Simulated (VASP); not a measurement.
# BN (Pm) in VASP: single point with PBE+D3(BJ)

Aim: the single point of BN with PBE+D3(BJ).

Everything below comes from runs of VASP 6.6.1. Logs are shortened: lines on timing, memory, paths and dates and some standing lists are left out, and cuts for length are marked.

## (1) The cell of the first run

Symmetry: Pm, No. 6, monoclinic system. The conventional cell has a = 2.510 Å, b = 6.690 Å, c = 2.510 Å, α = 90.00°, β = 120.00°, γ = 90.00°. Within 1.7 Å of B (site symmetry m) lie 3 N at 1.28 to 1.63 Å. B (site symmetry m) has 3 N at 1.45 Å within 1.9 Å. Within 1.9 Å of N (site symmetry m) lie 3 B at 1.45 Å. Within 1.7 Å of N (site symmetry m) lie 3 B at 1.28 to 1.63 Å.

## (2) Single point, PBE+D3(BJ) (atom 4 (N) moved by (-0.200, +0.000) A along x and y)

INCAR reads:

```
PREC     = Accurate       # precision mode
ENCUT    = 520            # plane-wave cutoff, eV
EDIFF    = 1E-6           # SCF threshold, eV
ISMEAR   = 0              # smearing method
SIGMA    = 0.05           # smearing width, eV
LREAL    = False          # projectors in reciprocal space
LASPH    = True           # aspherical terms in the spheres
NELM     = 80             # most SCF steps
ALGO     = Normal         # electronic algorithm
ISIF     = 2              # what is computed and relaxed
LWAVE    = False          # write WAVECAR
LCHARG   = False          # write CHGCAR
GGA      = PE             # functional
IVDW     = 12             # dispersion correction
NBANDS   = 16             # bands
```

KPOINTS reads:

```
regular mesh
0
Gamma
  12 12 4
```

POSCAR reads:

```
BN
1.0
    2.5099983704      0.0000000000      0.0000000000
   -1.2549991852      2.1737223522      0.0000000000
    0.0000000000      0.0000000000      6.6900000000
B N
2 2
Direct
    0.0000000000      0.0000000000      0.5000000000
    0.3333333333      0.6666666667      0.0000000000
    0.0000000000      0.0000000000      0.0000000000
    0.5869853400      0.3333333333      0.5000000000
```

Potentials or basis: VASP PAW PBE potentials, release 64 (B, N).

The run is started by

```console
$ cat potpaw_PBE.64/B/POTCAR potpaw_PBE.64/N/POTCAR > POTCAR
$ mpirun -np 1 vasp_std > vasp.out
```

OUTCAR:

```text
PREC = Accurate
   ENCUT = 520
   EDIFF = 1E-6
   ISMEAR = 0
   LREAL = False
   LASPH = True
   NELM = 80
   ISIF = 2
   GGA = PE
   IVDW = 12
 IVDW          = 12

 ion  position               nearest neighbor table
   1  0.000  0.000  0.500-   4 1.28   4 1.46   4 1.63
   2  0.333  0.667  0.000-   3 1.45   3 1.45   3 1.45
   3  0.000  0.000  0.000-   2 1.45   2 1.45   2 1.45
   4  0.587  0.333  0.500-   1 1.28   1 1.46   1 1.63

  LATTYP: Found a hexagonal cell.
 ALAT       =     2.5099983704
 C/A-ratio  =     2.6653403759

  Lattice vectors:

 A1 = (   2.5099983704,   0.0000000000,   0.0000000000)
 A2 = (  -1.2549991852,   2.1737223522,   0.0000000000)
 A3 = (   0.0000000000,   0.0000000000,   6.6900000000)

Analysis of symmetry for initial positions (statically):
=====================================================================
 Subroutine PRICEL returns:
 Original cell was already a primitive cell.

 Routine SETGRP: Setting up the symmetry group for a
 hexagonal supercell.

 Subroutine GETGRP returns: Found  2 space group operations
 (whereof  2 operations were pure point group operations)
 out of a pool of 24 trial point group operations.

The static configuration has the point symmetry C_1h.

Analysis of symmetry for dynamics (positions and initial velocities):
=====================================================================
 Subroutine PRICEL returns:
 Original cell was already a primitive cell.

 Routine SETGRP: Setting up the symmetry group for a
 hexagonal supercell.

 Subroutine GETGRP returns: Found  2 space group operations
 (whereof  2 operations were pure point group operations)
 out of a pool of 24 trial point group operations.

The dynamic configuration has the point symmetry C_1h.

 Subroutine INISYM returns: Found  2 space group operations
 (whereof  2 operations are pure point group operations),
 and found     1 'primitive' translations

----------------------------------------------------------------------------------------

                                     Primitive cell

  volume of cell :      36.5009

  direct lattice vectors                    reciprocal lattice vectors
     2.509998370  0.000000000  0.000000000     0.398406633  0.230020177  0.000000000
    -1.254999185  2.173722352  0.000000000     0.000000000  0.460040354  0.000000000
     0.000000000  0.000000000  6.690000000     0.000000000  0.000000000  0.149476831

  length of vectors
     2.509998370  2.509998370  6.690000000     0.460040354  0.460040354  0.149476831

  position of ions in fractional coordinates (direct lattice)
     0.000000000  0.000000000  0.500000000
     0.333333333  0.666666667  0.000000000
     0.000000000  0.000000000  0.000000000
     0.586985340  0.333333333  0.500000000

  ion indices of the primitive-cell ions
   primitive index   ion index
                 1           1
                 2           2
                 3           3
                 4           4

----------------------------------------------------------------------------------------

 KPOINTS: regular mesh

Automatic generation of k-mesh.
 Grid dimensions read from file:
 generate k-points for:   12   12    4

 Generating k-lattice:

  Cartesian coordinates                     Fractional coordinates (reciprocal lattice)
     0.033200553  0.019168348  0.000000000     0.083333333 -0.000000000  0.000000000
     0.000000000  0.038336696  0.000000000     0.000000000  0.083333333  0.000000000
     0.000000000  0.000000000  0.037369208     0.000000000  0.000000000  0.250000000

  Length of vectors
     0.038336696  0.038336696  0.037369208

  Shift w.r.t. Gamma in fractional coordinates (k-lattice)
     0.000000000  0.000000000  0.000000000

 Subroutine IBZKPT returns following result:
 ===========================================

 Found    222 irreducible k-points:

 Following reciprocal coordinates:
            Coordinates               Weight
  0.000000  0.000000  0.000000      1.000000
  0.083333  0.000000  0.000000      2.000000
  0.000000  0.083333  0.000000      2.000000
 -0.083333  0.083333  0.000000      2.000000
  0.166667  0.000000  0.000000      2.000000
  0.000000  0.166667  0.000000      2.000000
[... 16 lines left out ...]
  0.166667  0.083333  0.000000      2.000000
 -0.083333  0.250000  0.000000      2.000000
 [... further k-points ...]
   k-points           NKPTS =    222   k-points in BZ     NKDIM =    222   number of bands    NBANDS=     16
   number of dos      NEDOS =    301   number of ions     NIONS =      4
   total plane-waves  NPLWV =  20000
   dimension x,y,z NGX =    20 NGY =   20 NGZ =   50
   dimension x,y,z NGXF=    40 NGYF=   40 NGZF=  100
   ions per type =               2   2
   NGX,Y,Z   is equivalent  to a cutoff of  13.25, 13.25, 12.42 a.u.
   NGXF,Y,Z  is equivalent  to a cutoff of  26.49, 26.49, 24.85 a.u.
 SYSTEM =  unknown system
   PREC   = accura    normal or accurate (medium, high low for compatibility)
   ISTART =      0    job   : 0-new  1-cont  2-samecut
   ICHARG =      2    charge: 1-file 2-atom 10-const
   ISPIN  =      1    spin polarized calculation?
   LNONCOLLINEAR =      F non collinear calculations
   LSORBIT =      F    spin-orbit coupling
   LASPH  =      T    aspherical Exc in radial PAW
   ENCUT  =  520.0 eV  38.22 Ry    6.18 a.u.   4.67  4.67 12.44*2*pi/ulx,y,z
   NELM   =     80;   NELMIN=  2; NELMDL= -5     # of ELM steps
   EDIFF  = 0.1E-05   stopping-criterion for ELM
   LREAL  =      F    real-space projection
   EDIFFG = 0.1E-04   stopping-criterion for IOM
   NSW    =      0    number of steps for IOM
   IBRION =     -1    ionic relax: 0-MD 1-quasi-New 2-CG
   NFREE  =      0    steps in history (QN), initial steepest desc. (CG)
   ISIF   =      2    stress and relaxation
   ISYM   =      2    0-nonsym 1-usesym 2-fastsym
   POTIM  = 0.5000    time-step for ionic-motion
   TEBEG  =    0.0;   TEEND  =   0.0 temperature during run
   PSTRESS=    0.0 pullay stress
   NELECT =      16.0000    total number of electrons
   NUPDOWN=      -1.0000    fix difference up-down
   EMIN   =  10.00;   EMAX   =-10.00  energy-range for DOS
   EFERMI =   0.00;   METHOD = LEGACY
   ISMEAR =     0;   SIGMA  =   0.05  broadening in eV -4-tet -1-fermi 0-gaus
   EFERMI_NEDOS =   21; number of points for ismear=-14 and -15
   IALGO  =     38    algorithm
   IMIX   =      4    mixing-type and parameters
     AMIX     =   0.40;   BMIX     =  1.00
     AMIX_MAG =   1.60;   BMIX_MAG =  1.00
  volume/ion in A,a.u.               =       9.13        61.58
  Fermi-wavevector in a.u.,A,eV,Ry     =   1.243599  2.350061 21.041925  1.546538
  Thomas-Fermi vector in A             =   2.377902
   LORBIT       =      0    0 simple, 1 ext, 2 COOP (PROOUT), +10 PAW based schemes
   GGA     = PE    functional components
   LHFCALC =     F    Hartree Fock is set to
   AEXX    =    0.0000 exact exchange contribution
   IVDW    =    12    specifies the selected vdW correction
   LEPSILON=     F    determine dielectric tensor
   LRPA    =     F    only Hartree local field effects (RPA)
 non-spin polarized calculation
 Gauss-broadening in eV      SIGMA  =   0.05
  energy-cutoff  :      520.00
  volume of cell :       36.50
 maximum number of plane-waves:      1000
   NGX =  9   NGY =  9   NGZ = 25

 number of electron      15.9999998 magnetization

 Free energy of the ion-electron system (eV)
  ---------------------------------------------------
  ext. energy  EPLUGINS =         0.00000000
  ---------------------------------------------------
  free energy    TOTEN  =       -34.33491060 eV

  energy without entropy =      -34.33491060  energy(sigma->0) =      -34.33491060

 E-fermi :   3.3131     XC(G=0): -10.0012

 val. band max:        3.0667031765   @ k =   0.0000   0.0000   0.5000
 cond. band min:       5.9468776200   @ k =   0.5000   0.0000   0.5000
 fundamental gap:      2.8801744435
 Fermi energy:         3.3131183134

 k-point     1 :       0.0000    0.0000    0.0000
  band No.  band energies     occupation
      1     -15.6042      2.00000
      2     -15.3117      2.00000
      3      -4.0092      2.00000
      4      -1.9884      2.00000
      5      -1.2652      2.00000
      6       0.7758      2.00000
[... 8 lines left out ...]
     15      15.3336      0.00000
     16      16.2421      0.00000

 k-point     2 :       0.0833    0.0000    0.0000
  band No.  band energies     occupation
      1     -15.4727      2.00000
      2     -15.1881      2.00000
      3      -3.8205      2.00000
      4      -1.8186      2.00000
      5      -1.6180      2.00000
      6       0.2187      2.00000
[... 8 lines left out ...]
     15      14.7843      0.00000
     16      16.3071      0.00000

 k-point     3 :       0.0000    0.0833    0.0000
  band No.  band energies     occupation
      1     -15.4707      2.00000
      2     -15.1841      2.00000
      3      -3.8237      2.00000
      4      -1.8233      2.00000
      5      -1.5744      2.00000
      6       0.2183      2.00000
[... 8 lines left out ...]
     15      14.8456      0.00000
     16      16.6254      0.00000

 k-point     4 :      -0.0833    0.0833    0.0000
  band No.  band energies     occupation
      1     -15.4680      2.00000
      2     -15.1782      2.00000
      3      -3.8281      2.00000
      4      -1.8297      2.00000
      5      -1.4443      2.00000
      6       0.2176      2.00000
[... 8 lines left out ...]
     15      14.9204      0.00000
     16      16.6653      0.00000

 k-point     5 :       0.1667    0.0000    0.0000
  band No.  band energies     occupation
      1     -15.0866      2.00000
      2     -14.8251      2.00000
      3      -3.2602      2.00000
      4      -2.5659      2.00000
      5      -1.3182      2.00000
      6      -1.1876      2.00000
[... 8 lines left out ...]
     15      15.8425      0.00000
     16      16.8821      0.00000

 k-point     6 :       0.0000    0.1667    0.0000
  band No.  band energies     occupation
      1     -15.0780      2.00000
      2     -14.8095      2.00000
      3      -3.2739      2.00000
      4      -2.4220      2.00000
      5      -1.3386      2.00000
      6      -1.1876      2.00000
[... 8 lines left out ...]
     15      15.8444      0.00000
     16      17.6598      0.00000
[... 267 lines left out ...]
 k-point    21 :      -0.0833    0.1667    0.0000
  band No.  band energies     occupation
      1     -15.2004      2.00000
      2     -14.9171      2.00000
      3      -3.4683      2.00000
      4      -1.9065      2.00000
      5      -1.5156      2.00000
      6      -0.6968      2.00000
[... 8 lines left out ...]
     15      15.6938      0.00000
     16      17.6665      0.00000

 k-point    22 :      -0.1667    0.0833    0.0000
  band No.  band energies     occupation
      1     -15.2058      2.00000
      2     -14.9292      2.00000
      3      -3.4586      2.00000
      4      -2.0110      2.00000
      5      -1.5018      2.00000
      6      -0.6967      2.00000
[... 8 lines left out ...]
     15      15.3355      0.00000
     16      17.0203      0.00000

 k-point    23 :       0.1667    0.0833    0.0000
  band No.  band energies     occupation
      1     -14.7190      2.00000
      2     -14.4787      2.00000
      3      -3.3457      2.00000
      4      -2.7047      2.00000
      5      -2.1778      2.00000
      6      -0.8269      2.00000
[... 8 lines left out ...]
     15      16.3458      0.00000
     16      17.3668      0.00000

 k-point    24 :      -0.0833    0.2500    0.0000
  band No.  band energies     occupation
      1     -14.6864      2.00000
      2     -14.4236      2.00000
      3      -2.9441      2.00000
      4      -2.7559      2.00000
      5      -2.1775      2.00000
      6      -0.8995      2.00000
[... 8 lines left out ...]
     15      17.2058      0.00000
     16      17.2708      0.00000

 [... further k-points ...]

------------------------ aborting loop because EDIFF is reached ----------------------------------------

 Edisp (eV)   -0.55711

 E8    (eV) :    -0.1631

  FORCE on cell =-STRESS in cart. coord.  units (eV):
  Direction    XX          YY          ZZ          XY          YZ          ZX
  --------------------------------------------------------------------------------------
  -------------------------------------------------------------------------------------
  Total       2.90061     1.58374    -0.10764     2.99391     0.00000     0.00000
  in kB     127.32009    69.51679    -4.72474   131.41511     0.00000     0.00000
  external pressure =       64.04 kB  Pullay stress =        0.00 kB

 VOLUME and BASIS-vectors are now :
 -----------------------------------------------------------------------------
  energy-cutoff  :      520.00
  volume of cell :       36.50
      direct lattice vectors                 reciprocal lattice vectors
     2.509998370  0.000000000  0.000000000     0.398406633  0.230020177  0.000000000
    -1.254999185  2.173722352  0.000000000     0.000000000  0.460040354  0.000000000
     0.000000000  0.000000000  6.690000000     0.000000000  0.000000000  0.149476831

 POSITION                                       TOTAL-FORCE (eV/Angst)
 -----------------------------------------------------------------------------------
      0.00000      0.00000      3.34500        -8.386646     -2.732306      0.000000
     -0.00000      1.44915      0.00000         0.012478      0.003259      0.000000
      0.00000      0.00000      0.00000        -0.029767     -0.013690      0.000000
      1.05500      0.72457      3.34500         8.403934      2.742737      0.000000
 -----------------------------------------------------------------------------------
    total drift:                                0.000227      0.000132      0.000000

  FREE ENERGIE OF THE ION-ELECTRON SYSTEM (eV)
  ---------------------------------------------------
  free  energy   TOTEN  =       -34.8920244420 eV

  energy  without entropy=      -34.8920244420  energy(sigma->0) =      -34.89202444
```

Run time: 91 s. Hardware: 1 thread of Intel Xeon Platinum 8259CL at 2.50GHz (Skylake/Cascade Lake), shared host; peak memory 0.24 GiB.

What came out:

| Quantity | Value |
| --- | --- |
| Free energy | -34.8920 eV |
| Pressure | 6.4 GPa |
| Largest force | 8.840 eV/Å |
| Band gap on the k mesh | 2.88 eV, indirect (least direct gap 4.21 eV) |
| Dispersion energy per atom | -0.139 eV |

Forces in eV/Å, atoms in the order of the input:
```
B   -8.387 -2.732  0.000
B    0.012  0.003  0.000
N   -0.030 -0.014  0.000
N    8.404  2.743  0.000
```

Stress tensor (GPa, compression positive):
```
12.73 13.14  0.00
13.14  6.95  0.00
 0.00  0.00 -0.47
```

Caveat: the cell differs from its parent crystal (atom 4 (N) moved by (-0.200, +0.000) A along x and y); forces of over 1 eV/Å act on the atoms, so gaps and moduli don't describe the material at rest.
